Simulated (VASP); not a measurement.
# MoW2C4 in VASP: notebook, part 3 of 3

VASP 6.6.1. The steps go on from the part before.

## 5. Single point, PBE

INCAR reads:

```
ALGO = Normal ; EDIFF = 1E-6
ENCUT = 520 ; GGA = PE
ISIF = 2 ; ISMEAR = 0
LASPH = T ; LCHARG = F
LREAL = F ; LWAVE = F
NBANDS = 38 ; NELM = 80
PREC = Accurate ; SIGMA = 0.2
```

KPOINTS reads:

```
k-points
0
Gamma
  6 6 6
```

POSCAR reads:

```
MoW2C4
1.0
   -0.0000043671     -0.0002456568      4.2815071129
    4.2913058085     -0.0011222536     -0.0000018320
   -0.0011098971      4.2913134036     -0.0002468364
Mo W C
1 2 4
Direct
    0.0000029864      0.4998830174      0.4996675844
    0.4999924564      0.0000051727      0.4997293014
    0.5000054429      0.4999011653      1.0000342492
   -0.0000013324      1.0000770988      0.5001205585
   -0.0000080392      0.5000293544      0.0002452993
    0.4999989460      1.0000394772      0.0001217996
    0.5000095399      0.5000647142      0.5000812075
```

Potentials or basis: VASP PAW PBE potentials, release 64 (Mo_sv, W_sv, C).

Launch:

```console
> cat potpaw_PBE.64/Mo_sv/POTCAR potpaw_PBE.64/W_sv/POTCAR potpaw_PBE.64/C/POTCAR > POTCAR
> mpirun -np 1 vasp_std > vasp.out
```

OUTCAR:

```text
EDIFF = 1E-6
   ENCUT = 520
   GGA = PE
   ISIF = 2
   ISMEAR = 0
   LASPH = T
   LREAL = F
   NELM = 80
   PREC = Accurate

 ion  position               nearest neighbor table
   1  0.000  0.500  0.500-   7 2.14   7 2.14   5 2.14   4 2.14   4 2.15   5 2.15   3 3.03   3 3.03
                             2 3.03   2 3.03   2 3.03   2 3.03   3 3.03   3 3.03
   2  0.500  0.000  0.500-   4 2.14   4 2.14   6 2.14   7 2.15   7 2.15   6 2.15   1 3.03   1 3.03
                             1 3.03   1 3.03   3 3.03   3 3.03   3 3.03   3 3.04
   3  0.500  0.500  0.000-   5 2.14   5 2.14   6 2.15   7 2.15   7 2.15   6 2.15   1 3.03   1 3.03
                             1 3.03   1 3.03   2 3.03   2 3.03   2 3.03   2 3.04
   4  1.000  0.000  0.500-   2 2.14   2 2.14   1 2.14   1 2.15
   5  1.000  0.500  0.000-   3 2.14   3 2.14   1 2.14   1 2.15
   6  0.500  0.000  0.000-   2 2.14   3 2.15   3 2.15   2 2.15
   7  0.500  0.500  0.500-   1 2.14   1 2.14   2 2.15   3 2.15   3 2.15   2 2.15

  LATTYP: Found a triclinic cell.
 ALAT       =     4.2913059552
 B/A-ratio  =     1.4145825729
 C/A-ratio  =     1.7303668644
 COS(alpha) =     0.0000448019
 COS(beta)  =     0.5776106992
 COS(gamma) =     0.7072900346

  Lattice vectors:

 A1 = (  -4.2913058085,   0.0011222536,   0.0000018320)
 A2 = (  -4.2924157056,   4.2924356572,  -0.0002450044)
 A3 = (  -4.2901915443,  -4.2899454932,  -4.2812584445)

Analysis of symmetry for initial positions (statically):
=====================================================================
 Subroutine PRICEL returns:
 Original cell was already a primitive cell.

 Routine SETGRP: Setting up the symmetry group for a
 triclinic supercell.

 Subroutine GETGRP returns: Found  1 space group operations
 (whereof  1 operations were pure point group operations)
 out of a pool of  2 trial point group operations.

The static configuration has the point symmetry C_1 .

Analysis of symmetry for dynamics (positions and initial velocities):
[... 140 lines left out ...]
     AMIX     =   0.40;   BMIX     =  1.00
     AMIX_MAG =   1.60;   BMIX_MAG =  1.00
  volume/ion in A,a.u.               =      11.26        76.01
  Fermi-wavevector in a.u.,A,eV,Ry     =   1.477833  2.792700 29.714996  2.183991
  Thomas-Fermi vector in A             =   2.592189
   LORBIT       =      0    0 simple, 1 ext, 2 COOP (PROOUT), +10 PAW based schemes
   GGA     = PE    functional components
   LHFCALC =     F    Hartree Fock is set to
   AEXX    =    0.0000 exact exchange contribution
   IVDW    =     0    specifies the selected vdW correction
   LEPSILON=     F    determine dielectric tensor
   LRPA    =     F    only Hartree local field effects (RPA)
 non-spin polarized calculation
 Gauss-broadening in eV      SIGMA  =   0.20
  energy-cutoff  :      520.00
  volume of cell :       78.85
 maximum number of plane-waves:      2176
   NGX = 15   NGY = 15   NGZ = 15

 number of electron      57.9999993 magnetization

 Free energy of the ion-electron system (eV)
  ---------------------------------------------------
  ext. energy  EPLUGINS =         0.00000000
  ---------------------------------------------------
  free energy    TOTEN  =       -69.76459845 eV

  energy without entropy =      -69.66959982  energy(sigma->0) =      -69.71709914

 E-fermi :   9.5130     XC(G=0): -12.6712

 val. band max:        9.5115024254   @ k =   0.5000   0.5000   0.1667
 cond. band min:       9.5321118522   @ k =   0.0000   0.5000   0.1667
 fundamental gap:      0.0206094268
 Fermi energy:         9.5129533264

 k-point     1 :       0.0000    0.0000    0.0000
  band No.  band energies     occupation
      1     -65.3109      2.00000
      2     -65.2775      2.00000
      3     -52.1847      2.00000
      4     -29.8512      2.00000
      5     -29.8500      2.00000
      6     -29.4892      2.00000
[... 973 lines left out ...]
     37      12.8976      0.00000
     38      13.3730      0.00000

 [... further k-points ...]
[... 5 lines left out ...]
  --------------------------------------------------------------------------------------
  -------------------------------------------------------------------------------------
  Total        0.3359118      0.3310407      0.3167189      0.0321414      0.0068908      0.0000968
  in kB        6.8258945      6.7269109      6.4358850      0.6531287      0.1400241      0.0019669
  external PRESSURE =       6.6628968 kB  Pullay stress =       0.0000000 kB

 VOLUME and BASIS-vectors are now :
 -----------------------------------------------------------------------------
  energy-cutoff  :      520.00
  volume of cell :       78.85
      direct lattice vectors                 reciprocal lattice vectors
    -0.000004367 -0.000245657  4.281507113     0.000000103  0.000013435  0.233562616
     4.291305808 -0.001122254 -0.000001832     0.233029318  0.000060270  0.000000241
    -0.001109897  4.291313404 -0.000246836     0.000060941  0.233028907  0.000013370

 POSITION                                       TOTAL-FORCE (eV/Angst)
 -----------------------------------------------------------------------------------
      2.14460      2.14367     -0.00011         0.000778      0.002241     -0.000008
     -0.00053      2.14437      2.14060         0.001582      0.003250      0.000280
      2.14523     -0.00054      2.14078         0.001459      0.000186     -0.000177
     -0.00023      2.14593      4.28138         0.000120     -0.001753      0.000060
      2.14577      0.00025      4.28147        -0.000508     -0.001324      0.000455
      0.00017      0.00040      2.14075         0.000025     -0.000626     -0.000006
      2.14537      2.14532      2.14067        -0.003457     -0.001975     -0.000604
 -----------------------------------------------------------------------------------
    total drift:                               -0.000008     -0.000036      0.000013

  FREE ENERGIE OF THE ION-ELECTRON SYSTEM (eV)
  ---------------------------------------------------
  free  energy   TOTEN  =       -69.7645984501 eV

  energy  without entropy=      -69.6695998240  energy(sigma->0) =      -69.71709914
```

It took 5 min on 1 thread of Intel Xeon 8259CL, shared host; peak memory 0.4 GiB.

Results:

| Property | Result |
| --- | --- |
| Free energy | -69.7646 eV |
| Pressure | 0.7 GPa |
| Largest force | 0.004 eV/Å |
| Band gap on the k mesh | zero (bands 29 and 30 overlap by 2.36 eV) |

Forces on the atoms (eV/Å):
```
Mo   0.001  0.002  0.000
W    0.002  0.003  0.000
W    0.001  0.000  0.000
C    0.000 -0.002  0.000
C   -0.001 -0.001  0.000
C    0.000 -0.001  0.000
C   -0.003 -0.002 -0.001
```

Levels at points of the mesh, in eV from the Fermi level:
```tsv
k point	band 25	band 26	band 27	band 28	band 29	band 30	band 31	band 32	band 33	band 34
(0.00, 0.00, 0.00)	-1.28	-0.66	-0.60	-0.60	-0.30	-0.05	-0.04	0.09	0.34	0.93
(0.50, 0.00, 0.00)	-1.75	-1.74	-0.98	-0.98	-0.97	-0.82	0.64	1.45	1.45	2.20
(0.00, 0.50, 0.00)	-1.82	-1.81	-0.86	-0.78	-0.77	-0.70	0.34	1.80	1.85	1.91
(0.50, 0.50, 0.00)	-4.23	-3.78	-3.57	0.05	0.77	1.46	1.72	2.24	2.46	2.56
(0.00, 0.00, 0.50)	-1.82	-1.81	-0.86	-0.78	-0.77	-0.70	0.34	1.80	1.84	1.91
(0.50, 0.00, 0.50)	-4.23	-3.78	-3.57	0.05	0.77	1.46	1.72	2.24	2.46	2.56
(0.00, 0.50, 0.50)	-4.16	-3.68	-3.67	0.33	1.06	1.47	2.09	2.09	2.35	2.36
(0.50, 0.50, 0.50)	-5.42	-5.14	-0.92	-0.84	1.50	1.50	1.89	2.74	2.75	3.34
```

Caveat: spin-orbit coupling is left out, which moves the levels of the heavy elements.

## 6. The runs side by side

| task | cell | k mesh | cutoff (eV) | smearing | gap on the mesh (eV) | pressure (GPa) |
| --- | --- | --- | --- | --- | --- | --- |
| single point | a = 4.279, b = 4.290, c = 4.290 Å, 7 atoms, atomic positions A | 6 × 6 × 6 | 520 | gaussian 0.2 eV | none | 1.0 |
| single point | a = 4.290, b = 4.290, c = 4.279 Å, 7 atoms, atomic positions A | 8 × 8 × 8 | 520 | gaussian 0.1 eV | none | 0.6 |
| relaxation of cell and atoms | relaxed from a = 4.462 Å, 7 atoms, atomic positions B | 4 × 4 × 4 | 600 | gaussian 0.2 eV | none | 0.0 |
| single point | a = 4.282, b = 4.291, c = 4.291 Å, 7 atoms, atomic positions A | 6 × 6 × 6 | 520 | gaussian 0.2 eV | none | 0.7 |

Alike in all rows: level PBE; potentials or basis VASP PAW PBE potentials, release 64 (Mo_sv, W_sv, C); no spin polarisation.

Caveats: spin-orbit coupling is left out, which moves the levels of the heavy elements.

Absolute energies hang on the potentials; compare differences alone.
